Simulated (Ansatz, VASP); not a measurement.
## One calculation of NaH, two programs

```xyz
4
Lattice="3.4098 0.0000 0.0000 0.0000 3.4131 0.0000 0.0000 0.0000 4.9910" Properties=species:S:1:pos:R:3 pbc="T T T"
Na    0.0000    0.0000    3.6909
Na    1.7049    1.7065    1.3001
H     0.0000    0.0000    1.6875
H     1.7049    1.7065    3.3035
```

Alike in both runs: task single point; functional PBE; k mesh 6 × 6 × 4; occupations gaussian, width 0.1 eV; no spin polarisation.

|  | VASP | Ansatz |
| --- | --- | --- |
| version | VASP 6.6.1 | Ansatz 0.2.0 |
| potentials or method | VASP PAW PBE potentials, release 64 (Na_pv, H), cutoff 520 eV | scalar-relativistic, plane waves, PAW |
| valence electrons in the cell | 16 | 20 |

|  | VASP | Ansatz | Ansatz less VASP |
| --- | --- | --- | --- |
| gap on the k mesh at the Fermi level (eV) | 3.27 | 3.27 | -0.001 |
| least direct gap on the mesh (eV) | 3.36 | 3.36 | -0.002 |
| pressure (GPa) | 1.2 | 1.2 | +0.02 |
| traceless stress, the component that is largest in VASP (GPa) | 2.44 | 2.41 | -0.031 |
| rms of the force components (eV/Å) | 0.508 | 0.505 | -0.0028 |

Atom by atom the forces differ by 0.004 eV/Å (rms over components). VASP's potentials hold 16 valence electrons a cell and Ansatz's 20, so a difference there can come from the potentials and not from the codes.
